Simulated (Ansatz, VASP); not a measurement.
LiF in VASP and in Ansatz

File INCAR:

```
PREC = Accurate
ENCUT = 520
EDIFF = 1E-7
ISMEAR = 0
SIGMA = 0.05
LREAL = False
LASPH = True
NELM = 80
ALGO = Normal
ISIF = 2
LWAVE = False
LCHARG = False
GGA = PS
NBANDS = 18
```

Contents of KPOINTS:

```
regular mesh
0
Gamma
  9 9 6
```

POSCAR

```
LiF
1.0
    3.3058150029      0.0000000000      0.0000000000
   -1.6529075014      2.8629197727      0.0000000000
    0.0000000000      0.0000000000      4.8073245700
Li F
2 2
Direct
    0.3333333333      0.6666666667      0.3811542600
    0.6666666667      0.3333333333      0.8811542600
    0.3333333333      0.6666666667      0.9938437400
    0.6666666667      0.3333333333      0.4938437400
```

Input for Ansatz:

```yaml
crystal:
  lattice:
    - [3.3058150029, 0.0, 0.0]
    - [-1.6529075014, 2.8629197727, 0.0]
    - [0.0, 0.0, 4.80732457]
  atoms:
    - { symbol: Li, position: [0.3333333333, 0.6666666667, 0.38115426] }
    - { symbol: Li, position: [0.6666666667, 0.3333333333, 0.88115426] }
    - { symbol: F, position: [0.3333333333, 0.6666666667, 0.99384374] }
    - { symbol: F, position: [0.6666666667, 0.3333333333, 0.49384374] }
basis:
  ecutwfc: 420
kpoints:
  mp_grid: { grid: [9, 9, 6] }
hamiltonian:
  xc: pbesol
scf:
  occupations: { method: gaussian, width: 0.05 }
output:
  forces: true
  stress: true
  eigenvalues: true
```

Change from the starting cell: strain +0.080 along x and y, +0.000 along z, atoms carried along.

Alike in both runs: task single point; functional PBEsol; k mesh 9 × 9 × 6; occupations gaussian, width 0.05 eV; no spin polarisation.

|  | VASP | Ansatz |
| --- | --- | --- |
| version | VASP 6.6.1 | Ansatz 0.2.0 |
| potentials or method | VASP PAW PBE potentials, release 64 (Li_sv, F), cutoff 520 eV | scalar-relativistic, plane waves, PAW |
| valence electrons in the cell | 20 | 20 |

```tsv
	VASP	Ansatz	Ansatz less VASP
gap on the k mesh at the Fermi level (eV)	6.94	6.95	+0.010
least direct gap on the mesh (eV)	6.94	6.95	+0.010
rms of the force components (eV/Å)	0.103	0.093	-0.0095
```

VASP's potentials were made for PBE, not for PBEsol. Atom by atom the forces differ by 0.009 eV/Å (rms over components). With one functional, cell and mesh, what is left measures potentials, basis and numerics.

Noted on VASP's run: the cutoff is short for stress, so the pressure is rough.
